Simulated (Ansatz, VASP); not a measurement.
**PtSe2 in VASP and in Ansatz**

POSCAR

```
PtSe2
1.0
    3.6727206110      0.0000000000      0.0000000000
   -1.8363603055      3.1806693501      0.0000000000
    0.0000000000      0.0000000000      5.1979992504
Pt Se
1 2
Direct
    0.0000000000      0.0000000000      0.0000000000
    0.3333333333      0.6666666667      0.2544279849
    0.6666666667      0.3333333333      0.7455720151
```

INCAR.step1

```
SYSTEM = PtSe2
ALGO = Normal
EDIFF = 1E-5
ENCUT = 520
GGA = PE
ISIF = 2
ISMEAR = -1
KPAR = 4
LASPH = .True.
LCHARG = .False.
LREAL = .False.
LWAVE = .True.
NBANDS = 18
NELM = 60
PREC = Accurate
SIGMA = 0.02
```

The input INCAR.step2:

```
SYSTEM = PtSe2
ALGO = Normal
EDIFF = 1E-6
ENCUT = 520
GGA = PE
HFSCREEN = 0.2079
ISIF = 2
ISMEAR = -1
ISTART = 1
KPAR = 4
LASPH = .True.
LCHARG = .False.
LHFCALC = .True.
LREAL = .False.
LWAVE = .False.
NBANDS = 18
NELM = 60
PREC = Accurate
PRECFOCK = Normal
SIGMA = 0.02
```

KPOINTS

```
k-points
0
Gamma
  6 6 4
  0 0 0
```

Input for Ansatz:

```yaml
crystal:
  lattice:
    - [3.672720611, 0.0, 0.0]
    - [-1.8363603055, 3.1806693501, 0.0]
    - [0.0, 0.0, 5.1979992504]
  atoms:
    - { symbol: Pt, position: [0.0, 0.0, 0.0] }
    - { symbol: Se, position: [0.3333333333, 0.6666666667, 0.2544279849] }
    - { symbol: Se, position: [0.6666666667, 0.3333333333, 0.7455720151] }
kpoints:
  mp_grid: { grid: [6, 6, 4] }
  band_path:
    path:
      - [0.0, 0.0, 0.0]
      - [0.5, 0.0, 0.0]
      - [0.3333333333, 0.3333333333, 0.0]
      - [0.0, 0.0, 0.5]
      - [0.5, 0.0, 0.5]
      - [0.3333333333, 0.3333333333, 0.5]
      - [0.0, 0.25, 0.3333333333]
      - [0.0, 0.285156, 0.294271]
    npoints: 1
hamiltonian:
  xc: hse06
scf:
  occupations: { method: fermi_dirac, width: 0.02 }
  n_extra_bands: 4
output:
  forces: true
  stress: true
  eigenvalues: true
  write_density: true
  write_potential: true
  elf: true
  volumetric_format: npy
```

Change from the starting cell: hydrostatic strain -1.5%.

Alike in both runs: task single point; functional HSE06; k mesh 6 × 6 × 4; occupations fermi-dirac, width 0.02 eV; no spin polarisation.

```csv
,VASP,Ansatz
version,VASP 6.6.1,Ansatz 0.2.0
potentials or method,"VASP PAW PBE potentials, release 64 (Pt, Se)","plane waves, PAW"
plane-wave cutoff (eV),520,420
valence electrons in the cell,22,50
```

```csv
,VASP,Ansatz,Ansatz less VASP
pressure (GPa),2.5,2.8,+0.22
"traceless stress, the component that is largest in VASP (GPa)",-1.69,-1.76,-0.072
rms of the force components (eV/Å),0.144,0.140,-0.0036
```

Atom by atom the forces differ by 0.004 eV/Å (rms over components). VASP's potentials hold 22 valence electrons a cell and Ansatz's 50, so a difference there can come from the potentials and not from the codes. Ansatz's warnings: filled band counts differ across k points, stress exchange threshold loose, stress scf threshold loose.

Spin-orbit coupling is off throughout.
